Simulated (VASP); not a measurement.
# Zn (P6_3/mmc) in VASP: notebook

Zn is run at these levels: PBE, r2SCAN; tasks: single point.

Everything below comes from runs of VASP 6.6.1. Logs are shortened: lines on timing, memory, paths and dates and some standing lists are left out, and cuts for length are marked.

## (1) The cell of the first run

Symmetry: P6_3/mmc, No. 194, hexagonal system. The conventional cell has a = 2.742 Å, b = 2.742 Å, c = 4.559 Å, α = 90.00°, β = 90.00°, γ = 120.00°. Zn (site symmetry -6m2) has 12 Zn at 2.74 to 2.78 Å within 3.6 Å.

## (2) Single point, PBE

Contents of INCAR:

```
SYSTEM = Zn
PREC = Accurate
ENCUT = 520
EDIFF = 1E-6
ISMEAR = 0
SIGMA = 0.05
LREAL = .False.
LASPH = .True.
NELM = 100
ALGO = Normal
ISIF = 2
LWAVE = .False.
LCHARG = .False.
GGA = PE
NBANDS = 19
```

Contents of KPOINTS:

```
regular mesh
0
Gamma
  8 8 4
  0 0 0
```

Contents of POSCAR:

```
Zn
1.0
    2.7416841138      0.0000000000      0.0000000000
   -1.3708420569      2.3743680917      0.0000000000
    0.0000000000      0.0000000000      4.5586775322
Zn
2
Direct
    0.3333333333      0.6666666667      0.7500000000
    0.6666666667      0.3333333333      0.2500000000
```

Potentials or basis: VASP PAW PBE potentials, release 64 (Zn).

The run is started by

```
$ cat potpaw_PBE.64/Zn/POTCAR > POTCAR
$ mpirun -np 1 vasp_std > vasp.out
```

OUTCAR:

```text
SYSTEM = Zn
   PREC = Accurate
   ENCUT = 520
   EDIFF = 1E-6
   ISMEAR = 0
   LREAL = .False.
   LASPH = .True.
   NELM = 100
   ISIF = 2
   GGA = PE

 ion  position               nearest neighbor table
   1  0.333  0.667  0.750-   2 2.78   2 2.78   2 2.78   2 2.78   2 2.78   2 2.78
   2  0.667  0.333  0.250-   1 2.78   1 2.78   1 2.78   1 2.78   1 2.78   1 2.78

  LATTYP: Found a hexagonal cell.
 ALAT       =     2.7416841138
 C/A-ratio  =     1.6627289443

  Lattice vectors:

 A1 = (   2.7416841138,   0.0000000000,   0.0000000000)
 A2 = (  -1.3708420569,   2.3743680917,   0.0000000000)
 A3 = (   0.0000000000,   0.0000000000,   4.5586775322)

Analysis of symmetry for initial positions (statically):
=====================================================================
 Subroutine PRICEL returns:
 Original cell was already a primitive cell.

 Routine SETGRP: Setting up the symmetry group for a
 hexagonal supercell.

 Subroutine GETGRP returns: Found 24 space group operations
 (whereof 12 operations were pure point group operations)
 out of a pool of 24 trial point group operations.

The static configuration has the point symmetry D_3d.
 The point group associated with its full space group is D_6h.

Analysis of symmetry for dynamics (positions and initial velocities):
=====================================================================
 Subroutine PRICEL returns:
 Original cell was already a primitive cell.

 Routine SETGRP: Setting up the symmetry group for a
 hexagonal supercell.

 Subroutine GETGRP returns: Found 24 space group operations
 (whereof 12 operations were pure point group operations)
 out of a pool of 24 trial point group operations.

The dynamic configuration has the point symmetry D_3d.
 The point group associated with its full space group is D_6h.

 Subroutine INISYM returns: Found 24 space group operations
 (whereof 12 operations are pure point group operations),
 and found     1 'primitive' translations

----------------------------------------------------------------------------------------

                                     Primitive cell

  volume of cell :      29.6759

  direct lattice vectors                    reciprocal lattice vectors
     2.741684114  0.000000000  0.000000000     0.364739320  0.210582345  0.000000000
    -1.370842057  2.374368092  0.000000000     0.000000000  0.421164689  0.000000000
     0.000000000  0.000000000  4.558677532     0.000000000  0.000000000  0.219361864

  length of vectors
     2.741684114  2.741684114  4.558677532     0.421164689  0.421164689  0.219361864

  position of ions in fractional coordinates (direct lattice)
     0.333333333  0.666666667  0.750000000
     0.666666667  0.333333333  0.250000000

  ion indices of the primitive-cell ions
   primitive index   ion index
                 1           1
                 2           2

----------------------------------------------------------------------------------------

 KPOINTS: regular mesh

Automatic generation of k-mesh.
 Grid dimensions read from file:
 generate k-points for:    8    8    4

 Generating k-lattice:

  Cartesian coordinates                     Fractional coordinates (reciprocal lattice)
     0.045592415  0.026322793  0.000000000     0.125000000 -0.000000000  0.000000000
     0.000000000  0.052645586  0.000000000     0.000000000  0.125000000  0.000000000
     0.000000000  0.000000000  0.054840466     0.000000000  0.000000000  0.250000000

  Length of vectors
     0.052645586  0.052645586  0.054840466

  Shift w.r.t. Gamma in fractional coordinates (k-lattice)
     0.000000000  0.000000000  0.000000000

 Subroutine IBZKPT returns following result:
 ===========================================

 Found     30 irreducible k-points:

 Following reciprocal coordinates:
            Coordinates               Weight
  0.000000  0.000000  0.000000      1.000000
  0.125000 -0.000000  0.000000      6.000000
  0.250000 -0.000000  0.000000      6.000000
  0.375000  0.000000  0.000000      6.000000
  0.500000 -0.000000  0.000000      3.000000
  0.125000  0.125000  0.000000      6.000000
[... 16 lines left out ...]
  0.250000 -0.000000  0.500000      6.000000
  0.375000  0.000000  0.500000      6.000000
 [... further k-points ...]
   k-points           NKPTS =     30   k-points in BZ     NKDIM =     30   number of bands    NBANDS=     19
   number of dos      NEDOS =    301   number of ions     NIONS =      2
   total plane-waves  NPLWV =  14400
   dimension x,y,z NGX =    20 NGY =   20 NGZ =   36
   dimension x,y,z NGXF=    40 NGYF=   40 NGZF=   72
   ions per type =               2
   NGX,Y,Z   is equivalent  to a cutoff of  12.13, 12.13, 13.13 a.u.
   NGXF,Y,Z  is equivalent  to a cutoff of  24.25, 24.25, 26.26 a.u.
 SYSTEM =  Zn
   PREC   = accura    normal or accurate (medium, high low for compatibility)
   ISTART =      0    job   : 0-new  1-cont  2-samecut
   ICHARG =      2    charge: 1-file 2-atom 10-const
   ISPIN  =      1    spin polarized calculation?
   LNONCOLLINEAR =      F non collinear calculations
   LSORBIT =      F    spin-orbit coupling
   LASPH  =      T    aspherical Exc in radial PAW
   ENCUT  =  520.0 eV  38.22 Ry    6.18 a.u.   5.10  5.10  8.48*2*pi/ulx,y,z
   NELM   =    100;   NELMIN=  2; NELMDL= -5     # of ELM steps
   EDIFF  = 0.1E-05   stopping-criterion for ELM
   LREAL  =      F    real-space projection
   EDIFFG = 0.1E-04   stopping-criterion for IOM
   NSW    =      0    number of steps for IOM
   IBRION =     -1    ionic relax: 0-MD 1-quasi-New 2-CG
   NFREE  =      0    steps in history (QN), initial steepest desc. (CG)
   ISIF   =      2    stress and relaxation
   ISYM   =      2    0-nonsym 1-usesym 2-fastsym
   POTIM  = 0.5000    time-step for ionic-motion
   TEBEG  =    0.0;   TEEND  =   0.0 temperature during run
   PSTRESS=    0.0 pullay stress
   NELECT =      24.0000    total number of electrons
   NUPDOWN=      -1.0000    fix difference up-down
   EMIN   =  10.00;   EMAX   =-10.00  energy-range for DOS
   EFERMI =   0.00;   METHOD = LEGACY
   ISMEAR =     0;   SIGMA  =   0.05  broadening in eV -4-tet -1-fermi 0-gaus
   EFERMI_NEDOS =   21; number of points for ismear=-14 and -15
   IALGO  =     38    algorithm
   IMIX   =      4    mixing-type and parameters
     AMIX     =   0.40;   BMIX     =  1.00
     AMIX_MAG =   1.60;   BMIX_MAG =  1.00
  volume/ion in A,a.u.               =      14.84       100.13
  Fermi-wavevector in a.u.,A,eV,Ry     =   1.525260  2.882323 31.652828  2.326417
  Thomas-Fermi vector in A             =   2.633454
   LORBIT       =      0    0 simple, 1 ext, 2 COOP (PROOUT), +10 PAW based schemes
   GGA     = PE    functional components
   LHFCALC =     F    Hartree Fock is set to
   AEXX    =    0.0000 exact exchange contribution
   IVDW    =     0    specifies the selected vdW correction
   LEPSILON=     F    determine dielectric tensor
   LRPA    =     F    only Hartree local field effects (RPA)
 non-spin polarized calculation
 Gauss-broadening in eV      SIGMA  =   0.05
  energy-cutoff  :      520.00
  volume of cell :       29.68
 maximum number of plane-waves:       809
   NGX = 11   NGY = 11   NGZ = 17

 number of electron      23.9999997 magnetization

 Free energy of the ion-electron system (eV)
  ---------------------------------------------------
  ext. energy  EPLUGINS =         0.00000000
  ---------------------------------------------------
  free energy    TOTEN  =        -2.23512039 eV

  energy without entropy =       -2.23470632  energy(sigma->0) =       -2.23491335

 E-fermi :   3.1535     XC(G=0): -11.6967

 val. band max:        3.1193090946   @ k =   0.5000  -0.0000   0.5000
 cond. band min:       3.7505931476   @ k =   0.3750   0.1250   0.2500
 fundamental gap:      0.6312840531
 Fermi energy:         3.1535126120

 k-point     1 :       0.0000    0.0000    0.0000
  band No.  band energies     occupation
      1      -7.2931      2.00000
      2      -5.2439      2.00000
      3      -4.4933      2.00000
      4      -4.4148      2.00000
      5      -4.4148      2.00000
      6      -4.3302      2.00000
[... 11 lines left out ...]
     18      21.0344      0.00000
     19      21.1909      0.00000

 k-point     2 :       0.1250   -0.0000    0.0000
  band No.  band energies     occupation
      1      -6.8663      2.00000
      2      -5.1068      2.00000
      3      -4.5411      2.00000
      4      -4.3848      2.00000
      5      -4.3346      2.00000
      6      -4.3210      2.00000
[... 11 lines left out ...]
     18      21.1079      0.00000
     19      22.2785      0.00000

 k-point     3 :       0.2500   -0.0000    0.0000
  band No.  band energies     occupation
      1      -5.7393      2.00000
      2      -4.9475      2.00000
      3      -4.5738      2.00000
      4      -4.5170      2.00000
      5      -4.4080      2.00000
      6      -4.3143      2.00000
[... 11 lines left out ...]
     18      17.3784      0.00000
     19      20.9074      0.00000

 k-point     4 :       0.3750    0.0000    0.0000
  band No.  band energies     occupation
      1      -5.0947      2.00000
      2      -5.0221      2.00000
      3      -4.8542      2.00000
      4      -4.4002      2.00000
      5      -4.3159      2.00000
      6      -4.2968      2.00000
[... 11 lines left out ...]
     18      16.5507      0.00000
     19      19.3319      0.00000

 k-point     5 :       0.5000   -0.0000    0.0000
  band No.  band energies     occupation
      1      -5.1194      2.00000
      2      -5.0235      2.00000
      3      -4.9536      2.00000
      4      -4.4337      2.00000
      5      -4.3358      2.00000
      6      -4.2566      2.00000
[... 11 lines left out ...]
     18      16.2817      0.00000
     19      18.7734      0.00000
[... 334 lines left out ...]
      2      -5.6969      2.00000
      3      -4.4333      2.00000
      4      -4.4333      2.00000
      5      -4.4333      2.00000
      6      -4.4333      2.00000
[... 11 lines left out ...]
     18      20.3921      0.00000
     19      21.7325      0.00000

 k-point    22 :       0.1250   -0.0000    0.5000
  band No.  band energies     occupation
      1      -5.3717      2.00000
      2      -5.3717      2.00000
      3      -4.5605      2.00000
      4      -4.5605      2.00000
      5      -4.3759      2.00000
      6      -4.3759      2.00000
[... 11 lines left out ...]
     18      18.4765      0.00000
     19      20.1874      0.00000

 k-point    23 :       0.2500   -0.0000    0.5000
  band No.  band energies     occupation
      1      -4.9759      2.00000
      2      -4.9759      2.00000
      3      -4.6703      2.00000
      4      -4.6703      2.00000
      5      -4.2464      2.00000
      6      -4.2464      2.00000
[... 11 lines left out ...]
     18      16.2457      0.00000
     19      18.7524      0.00000

 k-point    24 :       0.3750    0.0000    0.5000
  band No.  band energies     occupation
      1      -5.0724      2.00000
      2      -5.0724      2.00000
      3      -4.7611      2.00000
      4      -4.7611      2.00000
      5      -4.1222      2.00000
      6      -4.1222      2.00000
[... 11 lines left out ...]
     18      14.7732      0.00000
     19      17.8083      0.00000

 [... further k-points ...]

------------------------ aborting loop because EDIFF is reached ----------------------------------------

  FORCE on cell =-STRESS in cart. coord.  units (eV):
  Direction    XX          YY          ZZ          XY          YZ          ZX
  --------------------------------------------------------------------------------------
  -------------------------------------------------------------------------------------
  Total        0.0847461      0.0847461      0.0593113      0.0000000      0.0000000      0.0000000
  in kB        4.5753669      4.5753669      3.2021635      0.0000000      0.0000000      0.0000000
  external PRESSURE =       4.1176324 kB  Pullay stress =       0.0000000 kB

 VOLUME and BASIS-vectors are now :
 -----------------------------------------------------------------------------
  energy-cutoff  :      520.00
  volume of cell :       29.68
      direct lattice vectors                 reciprocal lattice vectors
     2.741684114  0.000000000  0.000000000     0.364739320  0.210582345  0.000000000
    -1.370842057  2.374368092  0.000000000     0.000000000  0.421164689  0.000000000
     0.000000000  0.000000000  4.558677532     0.000000000  0.000000000  0.219361864

 POSITION                                       TOTAL-FORCE (eV/Angst)
 -----------------------------------------------------------------------------------
     -0.00000      1.58291      3.41901         0.000000      0.000000      0.000000
      1.37084      0.79146      1.13967        -0.000000     -0.000000      0.000000
 -----------------------------------------------------------------------------------
    total drift:                               -0.000000      0.000000     -0.000000

  FREE ENERGIE OF THE ION-ELECTRON SYSTEM (eV)
  ---------------------------------------------------
  free  energy   TOTEN  =        -2.2351203893 eV

  energy  without entropy=       -2.2347063159  energy(sigma->0) =       -2.23491335
```

Run time: 18 s. Hardware: 1 thread of Intel Xeon 8259CL, shared host; peak memory 0.14 GiB.

What came out:

- Free energy: -2.2351 eV
- Pressure: 0.4 GPa
- Band gap on the k mesh: zero (band 12 reaches 5.06 eV, above the bottom of band 13 at 1.65 eV)

## (3) Single point, r2SCAN

This run uses another cell than the first one, of 14.54 Å³/atom, 0.980 times its volume.

Contents of POSCAR:

```
Zn
1.0
    2.5948447001      0.0000000000      0.0000000000
   -1.2974223501      2.2472014291      0.0000000000
    0.0000000000      0.0000000000      4.9862945716
Zn
2
Direct
    0.3333333333      0.6666666667      0.7500000000
    0.6666666667      0.3333333333      0.2500000000
```

Contents of INCAR.step1:

```
SYSTEM = Zn
ALGO     = Normal         ! electronic algorithm
EDIFF    = 1E-4           ! SCF threshold, eV
ENCUT    = 520            ! plane-wave cutoff, eV
GGA      = PE             ! functional
ISMEAR   = 0              ! smearing method
LASPH    = .True.         ! aspherical terms in the spheres
LCHARG   = .False.        ! write CHGCAR
LREAL    = .False.        ! projectors in reciprocal space
LWAVE    = .True.         ! write WAVECAR
NBANDS   = 19             ! bands
NELM     = 80             ! most SCF steps
PREC     = Accurate       ! precision mode
SIGMA    = 0.05           ! smearing width, eV
```

Contents of INCAR.step2:

```
SYSTEM = Zn
ALGO     = Normal         ! electronic algorithm
EDIFF    = 1E-7           ! SCF threshold, eV
ENCUT    = 520            ! plane-wave cutoff, eV
ISIF     = 2              ! what is computed and relaxed
ISMEAR   = 0              ! smearing method
ISTART   = 1            
LASPH    = .True.         ! aspherical terms in the spheres
LCHARG   = .True.         ! write CHGCAR
LELF     = .True.         ! ELF
LMIXTAU  = .True.       
LREAL    = .False.        ! projectors in reciprocal space
LVHAR    = .True.       
LWAVE    = .False.        ! write WAVECAR
METAGGA  = R2SCAN         ! meta-GGA
NBANDS   = 19             ! bands
NELM     = 80             ! most SCF steps
PREC     = Accurate       ! precision mode
SIGMA    = 0.05           ! smearing width, eV
```

Contents of KPOINTS:

```
k-points
0
Gamma
  18 18 10
  0 0 0
```

Potentials or basis: VASP PAW PBE potentials, release 64 (Zn).

The run is started by

```
$ cat potpaw_PBE.64/Zn/POTCAR > POTCAR
$ cp INCAR.step1 INCAR
$ mpirun -np 1 vasp_std > vasp.out
$ cp INCAR.step2 INCAR
$ mpirun -np 1 vasp_std > vasp.out
```

It took 11 min on 1 thread of Intel Xeon 8259CL, shared host; peak memory 0.23 GiB.

Results (log left out):

```yaml
Free_energy: -17.8059 eV
Pressure: 0.6 GPa
Band_gap_on_the_k_mesh: zero (band 12 reaches 5.09 eV, above the bottom of band 13 at -0.21 eV)
```

Stress tensor (GPa, compression positive):
```
0.70 0.00 0.00
0.00 0.70 0.00
0.00 0.00 0.25
```

Levels at points of the mesh, in eV from the Fermi level:
| k point | band 8 | band 9 | band 10 | band 11 | band 12 | band 13 | band 14 | band 15 | band 16 | band 17 |
| --- | --- | --- | --- | --- | --- | --- | --- | --- | --- | --- |
| (0.00, 0.00, 0.00) | -7.65 | -7.65 | -7.46 | -7.46 | -4.15 | -3.49 | 13.58 | 17.43 | 19.87 | 19.87 |
| (0.50, 0.00, 0.00) | -7.49 | -7.22 | -7.20 | -3.00 | -2.07 | 2.73 | 3.86 | 4.56 | 6.06 | 11.63 |
| (0.00, 0.00, 0.50) | -8.10 | -7.54 | -7.54 | -7.54 | -7.54 | 4.32 | 4.32 | 21.24 | 21.24 | 21.24 |
| (0.50, 0.00, 0.50) | -7.50 | -7.21 | -7.21 | -2.07 | -2.07 | 0.52 | 0.52 | 10.63 | 10.63 | 13.48 |

Caveat: the PAW data sets were made with another functional, which shifts forces and pressure a little.

(Part 1 of 3 ends here.)
